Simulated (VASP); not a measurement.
# Na (Im-3m) in VASP: single point with HSE06

Aim: the single point of Na with HSE06.

Program: VASP 6.6.1. These are calculated values, not measurements. Logs are shortened: lines on timing, memory, paths and dates and some standing lists are left out, and cuts for length are marked.

**1. The cell of the first run**

Symmetry: Im-3m, No. 229, cubic system. The conventional cell has a = 4.170 Å, b = 4.170 Å, c = 4.170 Å, α = 90.00°, β = 90.00°, γ = 90.00°. Na (site symmetry m-3m) has 14 Na at 3.61 to 4.17 Å within 4.7 Å.

**2. Single point, HSE06**

Input file POSCAR:

```
Na
1.0
   -2.0850000000      2.0850000000      2.0850000000
    2.0850000000     -2.0850000000      2.0850000000
    2.0850000000      2.0850000000     -2.0850000000
Na
1
Direct
    0.0000000000      0.0000000000      0.0000000000
```

Input file INCAR.step1:

```
SYSTEM = Na
PREC = Accurate
ENCUT = 520
EDIFF = 1E-5
ISMEAR = -1
SIGMA = 0.05
LREAL = .FALSE.
LASPH = .TRUE.
NELM = 80
ALGO = Normal
ISIF = 2
LWAVE = .TRUE.
LCHARG = .FALSE.
GGA = PE
NBANDS = 10
KPAR = 2
```

Input file INCAR.step2:

```
SYSTEM = Na
PREC = Accurate
ENCUT = 520
EDIFF = 1E-6
ISMEAR = -1
SIGMA = 0.05
LREAL = .FALSE.
LASPH = .TRUE.
NELM = 80
ALGO = Normal
ISIF = 2
LWAVE = .FALSE.
LCHARG = .FALSE.
GGA = PE
LHFCALC = .TRUE.
HFSCREEN = 0.2079
PRECFOCK = Normal
ISTART = 1
NBANDS = 10
KPAR = 2
```

Input file KPOINTS:

```
Automatic mesh
0
G
  10 10 10
  0 0 0
```

Potentials or basis: VASP PAW PBE potentials, release 64 (Na_pv).

The run is started by

```sh
$ cat potpaw_PBE.64/Na_pv/POTCAR > POTCAR
$ cp INCAR.step1 INCAR
$ mpirun -np 2 vasp_std > vasp.out
$ cp INCAR.step2 INCAR
$ mpirun -np 2 vasp_std > vasp.out
```

OUTCAR:

```text
SYSTEM = Na
   PREC = Accurate
   ENCUT = 520
   EDIFF = 1E-6
   ISMEAR = -1
   LREAL = .FALSE.
   LASPH = .TRUE.
   NELM = 80
   ISIF = 2
   GGA = PE
   LHFCALC = .TRUE.
   HFSCREEN = 0.2079
   PRECFOCK = Normal
   ISTART = 1

 ion  position               nearest neighbor table
   1  0.000  0.000  0.000-

  LATTYP: Found a body centered cubic cell.
 ALAT       =     4.1700000000

  Lattice vectors:

 A1 = (  -2.0850000000,   2.0850000000,   2.0850000000)
 A2 = (   2.0850000000,  -2.0850000000,   2.0850000000)
 A3 = (   2.0850000000,   2.0850000000,  -2.0850000000)

Analysis of symmetry for initial positions (statically):
=====================================================================
 Subroutine PRICEL returns:
 Original cell was already a primitive cell.

 Routine SETGRP: Setting up the symmetry group for a
 body centered cubic supercell.

 Subroutine GETGRP returns: Found 48 space group operations
 (whereof 48 operations were pure point group operations)
 out of a pool of 48 trial point group operations.

The static configuration has the point symmetry O_h .

Analysis of symmetry for dynamics (positions and initial velocities):
=====================================================================
 Subroutine PRICEL returns:
 Original cell was already a primitive cell.

 Routine SETGRP: Setting up the symmetry group for a
 body centered cubic supercell.

 Subroutine GETGRP returns: Found 48 space group operations
 (whereof 48 operations were pure point group operations)
 out of a pool of 48 trial point group operations.

The dynamic configuration has the point symmetry O_h .

 Subroutine INISYM returns: Found 48 space group operations
 (whereof 48 operations are pure point group operations),
 and found     1 'primitive' translations

----------------------------------------------------------------------------------------

                                     Primitive cell

  volume of cell :      36.2559

  direct lattice vectors                    reciprocal lattice vectors
    -2.085000000  2.085000000  2.085000000     0.000000000  0.239808153  0.239808153
     2.085000000 -2.085000000  2.085000000     0.239808153  0.000000000  0.239808153
     2.085000000  2.085000000 -2.085000000     0.239808153  0.239808153  0.000000000

  length of vectors
[... 91 lines left out ...]
   NELECT =       7.0000    total number of electrons
   NUPDOWN=      -1.0000    fix difference up-down
   EMIN   =  10.00;   EMAX   =-10.00  energy-range for DOS
   EFERMI =   0.00;   METHOD = LEGACY
   ISMEAR =    -1;   SIGMA  =   0.05  broadening in eV -4-tet -1-fermi 0-gaus
   EFERMI_NEDOS =   21; number of points for ismear=-14 and -15
   IALGO  =     38    algorithm
   IMIX   =      1    mixing-type and parameters
     AMIX     =   0.40;   BMIX     =  1.00
     AMIX_MAG =   1.60;   BMIX_MAG =  1.00
  volume/ion in A,a.u.               =      36.26       244.67
  Fermi-wavevector in a.u.,A,eV,Ry     =   0.946197  1.788053 12.181137  0.895288
  Thomas-Fermi vector in A             =   2.074171
   LORBIT       =      0    0 simple, 1 ext, 2 COOP (PROOUT), +10 PAW based schemes
   GGA     = PE    functional components
   LHFCALC =     T    Hartree Fock is set to
   PRECFOCK=normal    Normal, Fast or Accurate (Low or Medium for compatibility)
   ENCUT4O =  -1.0   cutoff for four orbital integrals eV
   NKREDX  =     1    reduce k-point grid by
   NKREDY  =     1    reduce k-point grid by
   NKREDZ  =     1    reduce k-point grid by
   AEXX    =    0.2500 exact exchange contribution
   HFSCREEN=    0.2079 screening length (either q_TF or 0.3 A-1)
   HFSCREENC=   0.2079 screening length for correlation (either q_TF or 0.3 A-1)
   ENCUTFOCK=  -1.0 apply spherical cutoff to Coloumb kernel
   IVDW    =     0    specifies the selected vdW correction
   LEPSILON=     F    determine dielectric tensor
   LRPA    =     F    only Hartree local field effects (RPA)
 non-spin polarized calculation
  energy-cutoff  :      520.00
  volume of cell :       36.26
 maximum number of plane-waves:       987
  NGX = 24; NGY = 24; NGZ = 24

 number of electron       6.9999995 magnetization

 Free energy of the ion-electron system (eV)
  ---------------------------------------------------
  ext. energy  EPLUGINS =         0.00000000
  ---------------------------------------------------
  free energy    TOTEN  =        -1.40071640 eV

  energy without entropy =       -1.39520343  energy(sigma->0) =       -1.39795991

 E-fermi :   0.3951     XC(G=0):  -5.5654

 val. band max:        0.3861494914   @ k =  -0.3000   0.4000   0.2000
 cond. band min:       0.5744487495   @ k =  -0.4000   0.4000   0.2000
 fundamental gap:      0.1882992582
 Fermi energy:         0.3951254637

 k-point     1 :       0.0000    0.0000    0.0000
  band No.  band energies     occupation
      1     -27.4903      2.00000
      2     -27.4903      2.00000
      3     -27.4903      2.00000
      4      -3.5018      2.00000
      5      12.9044      0.00000
      6      12.9044      0.00000
      7      12.9044      0.00000
      8      13.8886      0.00000
      9      13.8886      0.00000
     10      14.4007      0.00000
[... 287 lines left out ...]
 k-point    24 :      -0.3000    0.3000    0.1000
  band No.  band energies     occupation
      1     -27.5134      2.00000
      2     -27.4992      2.00000
      3     -27.4927      2.00000
      4      -1.3978      2.00000
      5       5.9244      0.00000
      6       8.9027      0.00000
      7       9.8697      0.00000
      8      12.1729      0.00000
      9      12.7384      0.00000
     10      13.8794      0.00000

 [... further k-points ...]

------------------------ aborting loop because EDIFF is reached ----------------------------------------

  FORCE on cell =-STRESS in cart. coord.  units (eV):
  Direction    XX          YY          ZZ          XY          YZ          ZX
  --------------------------------------------------------------------------------------
  -------------------------------------------------------------------------------------
  Total        0.0686986      0.0686986      0.0686986     -0.0000000      0.0000000     -0.0000000
  in kB        3.0358496      3.0358496      3.0358496     -0.0000000      0.0000000     -0.0000000
  external PRESSURE =       3.0358496 kB  Pullay stress =       0.0000000 kB

 VOLUME and BASIS-vectors are now :
 -----------------------------------------------------------------------------
  energy-cutoff  :      520.00
  volume of cell :       36.26
      direct lattice vectors                 reciprocal lattice vectors
    -2.085000000  2.085000000  2.085000000     0.000000000  0.239808153  0.239808153
     2.085000000 -2.085000000  2.085000000     0.239808153  0.000000000  0.239808153
     2.085000000  2.085000000 -2.085000000     0.239808153  0.239808153  0.000000000

 POSITION                                       TOTAL-FORCE (eV/Angst)
 -----------------------------------------------------------------------------------
      0.00000      0.00000      0.00000         0.000000     -0.000000      0.000000
 -----------------------------------------------------------------------------------
    total drift:                                0.000000     -0.000000     -0.000000

  FREE ENERGIE OF THE ION-ELECTRON SYSTEM (eV)
  ---------------------------------------------------
  free  energy   TOTEN  =        -1.4007164002 eV

  energy  without entropy=       -1.3952034287  energy(sigma->0) =       -1.39795991
```

OSZICAR.step1:

```text
N       E                     dE             d eps       ncg     rms          rms(c)
DAV:   1     0.290743685923E+02    0.29074E+02   -0.37126E+03   940   0.583E+02
DAV:   2    -0.657091285664E+00   -0.29731E+02   -0.29566E+02   952   0.152E+02
DAV:   3    -0.130408299753E+01   -0.64699E+00   -0.64644E+00  1148   0.243E+01
DAV:   4    -0.130895126687E+01   -0.48683E-02   -0.48679E-02  1130   0.215E+00
DAV:   5    -0.130901342374E+01   -0.62157E-04   -0.62156E-04  1112   0.235E-01    0.207E-01
DAV:   6    -0.130857282698E+01    0.44060E-03   -0.48605E-04  1104   0.263E-01    0.138E-01
DAV:   7    -0.130826951630E+01    0.30331E-03   -0.99332E-04  1066   0.315E-01    0.161E-02
DAV:   8    -0.130826258760E+01    0.69287E-05   -0.45343E-05  1106   0.111E-01
   1 F= -.13082626E+01 E0= -.13053509E+01  d E =-.582333E-02
```

Wall time 40 min (2 MPI ranks of Intel Xeon Platinum 8259CL at 2.50GHz (Skylake/Cascade Lake), shared host); peak memory 0.3 GiB.

Results:

```
Free energy            : -1.4007 eV
Pressure               : 0.3 GPa
Band gap on the k mesh : zero (an odd number of electrons rules out a gap without spin polarisation)
```

Caveat: the PAW data sets were made with another functional, which shifts forces and pressure a little.

The gap in the log of VASP goes by the Fermi energy; the results here count the filled bands.